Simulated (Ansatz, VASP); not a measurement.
One calculation of Al5N, two programs

File INCAR:

```
SYSTEM = Al5N
PREC = Accurate ; ENCUT = 600
EDIFF = 1E-6 ; ISMEAR = 0
SIGMA = 0.1 ; LREAL = .FALSE.
LASPH = .TRUE. ; NELM = 80
ALGO = Normal ; ISIF = 3
LWAVE = .FALSE. ; LCHARG = .FALSE.
GGA = PE ; IBRION = 2
NSW = 100 ; EDIFFG = -0.01
```

The input KPOINTS:

```
Automatic mesh
0
G
  12 12 8
  0 0 0
```

File POSCAR:

```
Al5N
1.0
    4.5443930236      0.0000000000      0.0000000000
   -2.2721965118      3.9355598032      0.0000000000
    0.0000000000      0.0000000000      5.3294872288
Al N
5 1
Direct
    0.6666666667      0.3333333333      0.7456206784
    0.0000000000      0.0000000000      0.0000000000
    0.6666666667      0.3333333333      0.2543793216
    0.3333333333      0.6666666667      0.2543793216
    0.3333333333      0.6666666667      0.7456206784
    0.0000000000      0.0000000000      0.5000000000
```

Input for Ansatz:

```yaml
crystal:
  lattice:
    - [4.5443930236, 0.0, 0.0]
    - [-2.2721965118, 3.9355598032, 0.0]
    - [0.0, 0.0, 5.3294872288]
  atoms:
    - { symbol: Al, position: [0.6666666667, 0.3333333333, 0.7456206784] }
    - { symbol: Al, position: [0.0, 0.0, 0.0] }
    - { symbol: Al, position: [0.6666666667, 0.3333333333, 0.2543793216] }
    - { symbol: Al, position: [0.3333333333, 0.6666666667, 0.2543793216] }
    - { symbol: Al, position: [0.3333333333, 0.6666666667, 0.7456206784] }
    - { symbol: "N", position: [0.0, 0.0, 0.5] }
basis:
  ecutwfc: 420
kpoints:
  mp_grid: { grid: [12, 12, 8] }
hamiltonian:
  xc: pbe
scf:
  occupations: { method: gaussian, width: 0.1 }
output:
  forces: true
  stress: true
  eigenvalues: true
  write_density: true
  write_potential: true
  elf: true
  volumetric_format: npy
relax:
  adjacent_minimum: "off"
  f_tol: 0.01
  max_steps: 80
  cell: { stress_tol: 0.05 }
```

Change from the starting cell: species swapped into the BaSn5 type (P6/mmm, No. 191).

Alike in both runs: task relaxation of cell and atoms; functional PBE; k mesh 12 × 12 × 8; occupations gaussian, width 0.1 eV; no spin polarisation.

```csv
,VASP,Ansatz
version,VASP 6.6.1,Ansatz 0.2.0
potentials or method,"VASP PAW PBE potentials, release 64 (Al, N), cutoff 600 eV","scalar-relativistic, plane waves, PAW"
valence electrons in the cell,20,20
```

Ansatz gave:

| Item | Value |
| --- | --- |
| gap on the k mesh at the Fermi level, each at its own relaxed structure (eV) | none |
| relaxed volume (Å³/atom) | 15.91 |
| relaxed length of the cell vector where the two differ most in proportion (Å) | 5.236 |

Q: Estimate VASP's values.

A: gap on the k mesh at the Fermi level, each at its own relaxed structure (eV): none; relaxed volume (Å³/atom): 15.91; relaxed length of the cell vector where the two differ most in proportion (Å): 5.233.

A gap of «none» marks a metal or a gap that the smearing closes.

Noted on VASP's run: too few bands were computed for a metal, which touches its energy and stress.
